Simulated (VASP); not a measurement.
Here is a VASP 6.6.1 calculation.

File INCAR:

```
SYSTEM = Fe
PREC = Accurate
ENCUT = 520
EDIFF = 1E-6
ISMEAR = -1
SIGMA = 0.1
LREAL = .False.
LASPH = .True.
NELM = 80
ALGO = Normal
ISIF = 2
LWAVE = .False.
LCHARG = .False.
GGA = PS
NBANDS = 15
```

KPOINTS

```
Automatic mesh
0
Gamma
  17 17 9
  0 0 0
```

The input POSCAR:

```
Fe
1.0
    2.4931326781      0.0000000000      0.0000000000
   -1.2465663391      2.1591162342      0.0000000000
    0.0000000000      0.0000000000      3.9426973207
Fe
2
Direct
    0.3333333333      0.6666666667      0.2500000000
    0.6666666667      0.3333333333      0.7500000000
```

Potentials or basis: VASP PAW PBE potentials, release 64 (Fe).

Launch:

```console
$ cat potpaw_PBE.64/Fe/POTCAR > POTCAR
$ mpirun -np 1 vasp_std > vasp.out
```

Problem. What does it give for the band gap on the k mesh?

Solution. Zero (band 8 reaches 7.13 eV, above the bottom of band 9 at 5.36 eV).

Problem. What does it give for the pressure?

Solution. -20.9 GPa.

Stress tensor (GPa, compression positive):
```
-20.69   0.00   0.00
  0.00 -20.69   0.00
  0.00   0.00 -21.45
```

Caveat: the PAW data sets were made with another functional, which shifts forces and pressure a little; the run has no spin polarisation, though such a crystal can be magnetic. Spin polarisation is off, so any magnetic state and its effect on volume and gap are missing.
